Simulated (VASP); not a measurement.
# Na2S (Fm-3m) in VASP: notebook

Na2S is run at these levels: PBEsol; tasks: electric field gradients.

Everything below comes from runs of VASP 6.6.1. Logs are shortened: lines on timing, memory, paths and dates and some standing lists are left out, and cuts for length are marked.

## Step 1: The cell of the first run

It takes space group Fm-3m (No. 225, cubic). Conventional cell: a = 6.393 Å, b = 6.393 Å, c = 6.393 Å, α = 90.00°, β = 90.00°, γ = 90.00°. Na (site symmetry -43m) has 4 S at 2.77 Å and 6 Na at 3.20 Å within 3.6 Å. S (site symmetry m-3m) has 8 Na at 2.77 Å within 3.6 Å.

## Step 2: Electric field gradients, PBEsol (21.77 Å³/atom)

Contents of INCAR:

```
SYSTEM = Na2S
PREC = Accurate
ENCUT = 400
EDIFF = 1E-8
ISMEAR = -1
SIGMA = 0.02
LREAL = .FALSE.
LASPH = .TRUE.
NELM = 120
ALGO = Normal
ISIF = 2
LWAVE = .FALSE.
LCHARG = .FALSE.
GGA = PS
LEFG = .TRUE.
NBANDS = 17
GGA_COMPAT = .FALSE.
```

Contents of KPOINTS:

```
Automatic mesh
0
G
  8 8 8
  0 0 0
```

Contents of POSCAR:

```
Na2S
1.0
    0.0000000000      3.1963894727      3.1963894727
    3.1963894727      0.0000000000      3.1963894727
    3.1963894727      3.1963894727      0.0000000000
Na S
2 1
Direct
    0.2500000000      0.2500000000      0.2500000000
    0.7500000000      0.7500000000      0.7500000000
    0.0000000000      0.0000000000      0.0000000000
```

Potentials or basis: VASP PAW PBE potentials, release 64 (Na_pv, S).

Launch:

```
$ cat potpaw_PBE.64/Na_pv/POTCAR potpaw_PBE.64/S/POTCAR > POTCAR
$ mpirun -np 1 vasp_std > vasp.out
```

OUTCAR:

```text
SYSTEM = Na2S
   PREC = Accurate
   ENCUT = 400
   EDIFF = 1E-8
   ISMEAR = -1
   LREAL = .FALSE.
   LASPH = .TRUE.
   NELM = 120
   ISIF = 2
   GGA = PS

 ion  position               nearest neighbor table
   1  0.250  0.250  0.250-   3 2.77   3 2.77   3 2.77   3 2.77
   2  0.750  0.750  0.750-   3 2.77   3 2.77   3 2.77   3 2.77
   3  0.000  0.000  0.000-   2 2.77   2 2.77   2 2.77   1 2.77   2 2.77   1 2.77   1 2.77   1 2.77

  LATTYP: Found a face centered cubic cell.
 ALAT       =     6.3927789454

  Lattice vectors:

 A1 = (   0.0000000000,   3.1963894727,   3.1963894727)
 A2 = (   3.1963894727,   0.0000000000,   3.1963894727)
 A3 = (   3.1963894727,   3.1963894727,   0.0000000000)

Analysis of symmetry for initial positions (statically):
=====================================================================
 Subroutine PRICEL returns:
 Original cell was already a primitive cell.

 Routine SETGRP: Setting up the symmetry group for a
 face centered cubic supercell.

 Subroutine GETGRP returns: Found 48 space group operations
 (whereof 48 operations were pure point group operations)
 out of a pool of 48 trial point group operations.

The static configuration has the point symmetry O_h .

Analysis of symmetry for dynamics (positions and initial velocities):
=====================================================================
 Subroutine PRICEL returns:
 Original cell was already a primitive cell.

 Routine SETGRP: Setting up the symmetry group for a
 face centered cubic supercell.

 Subroutine GETGRP returns: Found 48 space group operations
 (whereof 48 operations were pure point group operations)
 out of a pool of 48 trial point group operations.

The dynamic configuration has the point symmetry O_h .

 Subroutine INISYM returns: Found 48 space group operations
 (whereof 48 operations are pure point group operations),
 and found     1 'primitive' translations

----------------------------------------------------------------------------------------

                                     Primitive cell

  volume of cell :      65.3144

  direct lattice vectors                    reciprocal lattice vectors
     0.000000000  3.196389473  3.196389473    -0.156426494  0.156426494  0.156426494
     3.196389473  0.000000000  3.196389473     0.156426494 -0.156426494  0.156426494
     3.196389473  3.196389473  0.000000000     0.156426494  0.156426494 -0.156426494

  length of vectors
     4.520377343  4.520377343  4.520377343     0.270938636  0.270938636  0.270938636

  position of ions in fractional coordinates (direct lattice)
     0.250000000  0.250000000  0.250000000
     0.750000000  0.750000000  0.750000000
     0.000000000  0.000000000  0.000000000

  ion indices of the primitive-cell ions
   primitive index   ion index
                 1           1
                 2           2
                 3           3

----------------------------------------------------------------------------------------

 KPOINTS: Automatic mesh

Automatic generation of k-mesh.
 Grid dimensions read from file:
 generate k-points for:    8    8    8

 Generating k-lattice:

  Cartesian coordinates                     Fractional coordinates (reciprocal lattice)
    -0.019553312  0.019553312  0.019553312     0.125000000  0.000000000  0.000000000
     0.019553312 -0.019553312  0.019553312     0.000000000  0.125000000  0.000000000
     0.019553312  0.019553312 -0.019553312     0.000000000  0.000000000  0.125000000

  Length of vectors
     0.033867329  0.033867329  0.033867329

  Shift w.r.t. Gamma in fractional coordinates (k-lattice)
     0.000000000  0.000000000  0.000000000

 Subroutine IBZKPT returns following result:
 ===========================================

 Found     29 irreducible k-points:

 Following reciprocal coordinates:
            Coordinates               Weight
  0.000000  0.000000  0.000000      1.000000
  0.125000  0.000000  0.000000      8.000000
  0.250000  0.000000  0.000000      8.000000
  0.375000  0.000000  0.000000      8.000000
  0.500000  0.000000  0.000000      4.000000
  0.125000  0.125000  0.000000      6.000000
[... 16 lines left out ...]
  0.500000  0.250000  0.125000     48.000000
 -0.375000  0.250000  0.125000     24.000000
 [... further k-points ...]
   k-points           NKPTS =     29   k-points in BZ     NKDIM =     29   number of bands    NBANDS=     17
   number of dos      NEDOS =    301   number of ions     NIONS =      3
   total plane-waves  NPLWV =  27000
   dimension x,y,z NGX =    30 NGY =   30 NGZ =   30
   dimension x,y,z NGXF=    60 NGYF=   60 NGZF=   60
   ions per type =               2   1
   NGX,Y,Z   is equivalent  to a cutoff of  11.03, 11.03, 11.03 a.u.
   NGXF,Y,Z  is equivalent  to a cutoff of  22.07, 22.07, 22.07 a.u.
 SYSTEM =  Na2S
   PREC   = accura    normal or accurate (medium, high low for compatibility)
   ISTART =      0    job   : 0-new  1-cont  2-samecut
   ICHARG =      2    charge: 1-file 2-atom 10-const
   ISPIN  =      1    spin polarized calculation?
   LNONCOLLINEAR =      F non collinear calculations
   LSORBIT =      F    spin-orbit coupling
   LASPH  =      T    aspherical Exc in radial PAW
   ENCUT  =  400.0 eV  29.40 Ry    5.42 a.u.   7.37  7.37  7.37*2*pi/ulx,y,z
   NELM   =    120;   NELMIN=  2; NELMDL= -5     # of ELM steps
   EDIFF  = 0.1E-07   stopping-criterion for ELM
   LREAL  =      F    real-space projection
   EDIFFG = 0.1E-06   stopping-criterion for IOM
   NSW    =      0    number of steps for IOM
   IBRION =     -1    ionic relax: 0-MD 1-quasi-New 2-CG
   NFREE  =      0    steps in history (QN), initial steepest desc. (CG)
   ISIF   =      2    stress and relaxation
   ISYM   =      2    0-nonsym 1-usesym 2-fastsym
   POTIM  = 0.5000    time-step for ionic-motion
   TEBEG  =    0.0;   TEEND  =   0.0 temperature during run
   PSTRESS=    0.0 pullay stress
   NELECT =      20.0000    total number of electrons
   NUPDOWN=      -1.0000    fix difference up-down
   EMIN   =  10.00;   EMAX   =-10.00  energy-range for DOS
   EFERMI =   0.00;   METHOD = LEGACY
   ISMEAR =    -1;   SIGMA  =   0.02  broadening in eV -4-tet -1-fermi 0-gaus
   EFERMI_NEDOS =   21; number of points for ismear=-14 and -15
   IALGO  =     38    algorithm
   IMIX   =      4    mixing-type and parameters
     AMIX     =   0.40;   BMIX     =  1.00
     AMIX_MAG =   1.60;   BMIX_MAG =  1.00
  volume/ion in A,a.u.               =      21.77       146.92
  Fermi-wavevector in a.u.,A,eV,Ry     =   1.103439  2.085198 16.566160  1.217578
  Thomas-Fermi vector in A             =   2.239897
   LORBIT       =      0    0 simple, 1 ext, 2 COOP (PROOUT), +10 PAW based schemes
   GGA     = PS    functional components
   LHFCALC =     F    Hartree Fock is set to
   AEXX    =    0.0000 exact exchange contribution
   IVDW    =     0    specifies the selected vdW correction
   LEPSILON=     F    determine dielectric tensor
   LRPA    =     F    only Hartree local field effects (RPA)
 non-spin polarized calculation
  energy-cutoff  :      400.00
  volume of cell :       65.31
 maximum number of plane-waves:      1243
 NGX is ok and might be reduce to    30
   NGX = 15   NGY = 15   NGZ = 15

 number of electron      20.0000015 magnetization

 Free energy of the ion-electron system (eV)
  ---------------------------------------------------
  ext. energy  EPLUGINS =         0.00000000
  ---------------------------------------------------
  free energy    TOTEN  =       -10.35311068 eV

  energy without entropy =      -10.35311068  energy(sigma->0) =      -10.35311068

 E-fermi :   0.8778     XC(G=0):  -8.2195

 val. band max:        0.4168648292   @ k =   0.0000   0.0000   0.0000
 cond. band min:       3.0061328825   @ k =   0.0000   0.0000   0.0000
 fundamental gap:      2.5892680532
 Fermi energy:         0.8778233465

 k-point     1 :       0.0000    0.0000    0.0000
  band No.  band energies     occupation
      1     -21.5130      2.00000
      2     -21.5130      2.00000
      3     -21.5130      2.00000
      4     -21.4444      2.00000
      5     -21.4444      2.00000
      6     -21.4444      2.00000
[... 9 lines left out ...]
     16       9.8714      0.00000
     17      11.8876      0.00000
[... 441 lines left out ...]
 k-point    24 :      -0.3750    0.2500    0.1250
  band No.  band energies     occupation
      1     -21.5248      2.00000
      2     -21.5182      2.00000
      3     -21.4817      2.00000
      4     -21.4814      2.00000
      5     -21.4456      2.00000
      6     -21.4442      2.00000
[... 9 lines left out ...]
     16      11.3361      0.00000
     17      12.6713      0.00000

 [... further k-points ...]
[... 5 lines left out ...]
  --------------------------------------------------------------------------------------
  -------------------------------------------------------------------------------------
  Total        0.6182845      0.6182845      0.6182845      0.0000000     -0.0000000      0.0000000
  in kB       15.1666569     15.1666569     15.1666569      0.0000000     -0.0000000      0.0000000
  external PRESSURE =      15.1666569 kB  Pullay stress =       0.0000000 kB

 VOLUME and BASIS-vectors are now :
 -----------------------------------------------------------------------------
  energy-cutoff  :      400.00
  volume of cell :       65.31
      direct lattice vectors                 reciprocal lattice vectors
     0.000000000  3.196389473  3.196389473    -0.156426494  0.156426494  0.156426494
     3.196389473  0.000000000  3.196389473     0.156426494 -0.156426494  0.156426494
     3.196389473  3.196389473  0.000000000     0.156426494  0.156426494 -0.156426494

 POSITION                                       TOTAL-FORCE (eV/Angst)
 -----------------------------------------------------------------------------------
      1.59819      1.59819      1.59819         0.000000      0.000000      0.000000
      4.79458      4.79458      4.79458        -0.000000     -0.000000     -0.000000
      0.00000      0.00000      0.00000        -0.000000     -0.000000     -0.000000
 -----------------------------------------------------------------------------------
    total drift:                                0.000000     -0.000000      0.000000

  FREE ENERGIE OF THE ION-ELECTRON SYSTEM (eV)
  ---------------------------------------------------
  free  energy   TOTEN  =       -10.3531106814 eV

  energy  without entropy=      -10.3531106814  energy(sigma->0) =      -10.35311068

 Electric field gradients (V/A^2)
---------------------------------------------------------------------
 ion       V_xx      V_yy      V_zz      V_xy      V_xz      V_yz
---------------------------------------------------------------------
   1       0.000     0.000    -0.000     0.004     0.004     0.004
   2       0.000     0.000    -0.000     0.004     0.004     0.004
   3       0.000    -0.000    -0.000    -0.000    -0.000    -0.000
---------------------------------------------------------------------

 Electric field gradients after diagonalization (V/A^2)
 (convention: |V_zz| > |V_xx| > |V_yy|)
----------------------------------------------------------------------
 ion       V_xx      V_yy      V_zz     asymmetry (V_yy - V_xx)/ V_zz
----------------------------------------------------------------------
   1      -0.004    -0.004     0.007       0.000
   2      -0.004    -0.004     0.007       0.000
   3       0.000     0.000    -0.001       0.000
----------------------------------------------------------------------

           NMR quadrupolar parameters

 Cq : quadrupolar parameter    Cq=e*Q*V_zz/h
 eta: asymmetry parameters     (V_yy - V_xx)/ V_zz
 Q  : nuclear electric quadrupole moment in mb (millibarn)
----------------------------------------------------------------------
 ion       Cq(MHz)       eta       Q (mb)
----------------------------------------------------------------------
   1       0.000       0.000       1.000
   2       0.000       0.000       1.000
   3      -0.000       0.000       1.000
----------------------------------------------------------------------
```

Wall time 40 s (1 thread of Intel Xeon 8259CL, shared host); peak memory 0.17 GiB.

What came out:

```
Free energy                             : -10.3531 eV
Pressure                                : 1.5 GPa
Band gap on the k mesh                  : 2.59 eV
Largest electric field gradient by atom : zero within the noise of the run
```

Levels at points of the mesh, in eV from the valence-band top:
| k point | band 8 | band 9 | band 10 | band 11 | band 12 | band 13 |
| --- | --- | --- | --- | --- | --- | --- |
| (0.00, 0.00, 0.00) | 0.00 | 0.00 | 0.00 | 2.59 | 7.90 | 7.90 |
| (0.50, 0.00, 0.00) | -1.80 | -0.14 | -0.14 | 4.99 | 6.59 | 7.21 |
| (0.50, 0.50, 0.00) | -1.60 | -0.49 | -0.49 | 3.72 | 6.15 | 8.96 |

Caveat: the PAW data sets were made with another functional, which shifts forces and pressure a little.

(Continued in part 2 of 3.)
